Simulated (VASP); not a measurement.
Set up this calculation in VASP 6.6.1, as the native input.

* Task: single point
* Functional: PBEsol
* Potentials or basis: VASP PAW PBE potentials, release 64 (Fe, O)
* Cutoff: 600 eV
* k mesh: 4 × 4 × 6
* Occupations: fermi-dirac, width 0.1 eV
* Spin: collinear spin, ferromagnetic start
* Starting moments: [3.8, 3.8, 0.0, 0.0, 0.0, 0.0] μB
* Hubbard terms: Fe d U = 6.02 eV
* Dipole correction: no
* Further INCAR settings: ALGO = Normal; EDIFF = 1e-06; NBANDS = 33

The structure of FeO2 lies in POSCAR:

```
FeO2
1.0
    4.6219899100      0.0000000000      0.0000000000
    0.0000000000      4.6219899100      0.0000000000
    0.0000000000      0.0000000000      3.0382728200
Fe O
2 4
Direct
    0.0000000000      0.0000000000      0.0000000000
    0.5000000000      0.5000000000      0.5000000000
    0.3040000000      0.3040000000      0.0000000000
    0.6960000000      0.6960000000      0.0000000000
    0.8040000000      0.1960000000      0.5000000000
    0.1960000000      0.8040000000      0.5000000000
```

These files were run (other wordings do the same):

INCAR

```
SYSTEM = FeO2
PREC = Accurate ; ENCUT = 600
EDIFF = 1E-6 ; ISMEAR = -1
SIGMA = 0.1 ; LREAL = .False.
LASPH = .True. ; NELM = 200
ALGO = Normal ; ISIF = 2
LWAVE = .False. ; LCHARG = .False.
ISPIN = 2 ; MAGMOM = 3.8 3.8 0 0 0 0
LORBIT = 11 ; LMAXMIX = 4
LDAU = .True. ; LDAUTYPE = 2
LDAUL = 2 -1 ; LDAUU = 6.02 0
LDAUJ = 0 0 ; LDAUPRINT = 1
GGA = PS ; NBANDS = 33
GGA_COMPAT = .False.
```

KPOINTS

```
Automatic mesh
0
Gamma
  4 4 6
  0 0 0
```

Potentials or basis: VASP PAW PBE potentials, release 64 (Fe, O).

Launch:

```console
$ cat potpaw_PBE.64/Fe/POTCAR potpaw_PBE.64/O/POTCAR > POTCAR
$ mpirun -np 1 vasp_std > vasp.out
```

It gave:

| Quantity | Value |
| --- | --- |
| Pressure | -13.5 GPa |
| Largest force | 0.436 eV/Å |
| Net moment | 8.27 μB per cell |
| Site moments | Fe +4.19; O -0.03 μB |
| Valence electrons inside the program's atomic spheres | Fe 6.76; O 4.92 |

Caveat: the cell stands under tension; the PAW data sets were made with another functional, which shifts forces and pressure a little; the run started ferromagnetic, and an antiferromagnetic order may lie lower in energy.

It took 63 s on 1 thread of Intel(R) Xeon(R) 6975P-C (Granite Rapids), with other jobs on the host, peak memory 0.27 GiB.
